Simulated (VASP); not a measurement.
Here is a VASP 6.6.1 calculation.

Contents of INCAR:

```
SYSTEM = H5NO
  PREC = Accurate
  ENCUT = 520
  EDIFF = 1E-6
  ISMEAR = -1
  SIGMA = 0.02
  LREAL = Auto
  LASPH = .TRUE.
  NELM = 120
  ALGO = Normal
  ISIF = 2
  LWAVE = .FALSE.
  LCHARG = .TRUE.
  GGA = PE
  LELF = .TRUE.
  LVHAR = .TRUE.
  NBANDS = 63
  GGA_COMPAT = .FALSE.
```

Contents of KPOINTS:

```
regular mesh
0
G
  1 1 1
  0 0 0
```

Contents of POSCAR:

```
H5NO
1.0
    7.0135790000      0.0000000000      0.0000000000
    0.0000000000      7.0135790000      0.0000000000
    0.0000000000      0.0000000000      7.0135790000
O H N
5 25 5
Direct
    0.1799224048      0.3146610311      0.8676026890
    0.3109539366      0.3953901425      0.5422766322
    0.8921693190      0.0973825204      0.1252712773
    0.1275383082      0.8242581997     -0.0080558015
    0.8514910861      0.8011316334      0.6737786799
    0.0710336335      0.2410181735      0.8309737439
    0.2114184498      0.3807328612      0.7423456697
    0.3476826881      0.5292732854      0.4884382139
    0.3504630090      0.3100129050      0.4418714040
    0.9561166988      0.1015601307      0.2585128078
    0.9920612572      0.0359303004      0.0461105521
    0.2663547384      0.8067065331     -0.0350890751
    0.0916507820      0.7346320616      0.0998634221
    0.9499857348      0.8085458223      0.7835942249
    0.8303749056      0.9369823880      0.6542451436
    0.6905604115      0.2580137758      0.7417610895
    0.8332122587      0.3338666321      0.5883871843
    0.6250161294      0.2397777226      0.5174818734
    0.4927156306      0.7491895365      0.3286766999
    0.3887173724      0.8524606339      0.5258941262
    0.5631646838      0.6836737706      0.5380847639
    0.8771698444      0.5871609916      0.2343168873
    1.0801902994      0.4823072500      0.3192521251
    0.9687065619      0.6869388653      0.3978995603
    0.6895908637      0.5998791772     -0.1001628413
    0.7409483803      0.4349562470      0.0675689259
    0.5210036131      0.4439673382     -0.0235828241
    0.3275360554      0.0456400363      0.2662121579
    0.3864503415      0.1925407841      0.1138648328
    0.5497478534      0.0775210488      0.2308664378
    0.7452400550      0.2288845681      0.6123834921
    0.4450937246      0.7287720007      0.4640997129
    1.0131774377      0.6111715573      0.2845907917
    0.6361801870      0.5320536063      0.0209023096
    0.4285258639      0.1474853281      0.2500292647
```

Potentials or basis: VASP PAW PBE potentials, release 64 (O, H, N).

Command:

```console
$ cat potpaw_PBE.64/O/POTCAR potpaw_PBE.64/H/POTCAR potpaw_PBE.64/N/POTCAR > POTCAR
$ mpirun -np 1 vasp_gam > vasp.out
```

**Question.** Estimate the largest force.

**Answer.** 3.223 eV/Å.

**Question.** Predict the pressure.

**Answer.** -0.3 GPa.

**Question.** Estimate the band gap on the k mesh.

**Answer.** 3.93 eV.

Stress tensor (GPa, compression positive):
```
-1.36  1.36 -2.13
 1.36  1.27 -0.07
-2.13 -0.07 -0.88
```

Caveat: the k points lie up to 0.90 Å⁻¹ apart; the atoms stand as in a frame of molecular dynamics.
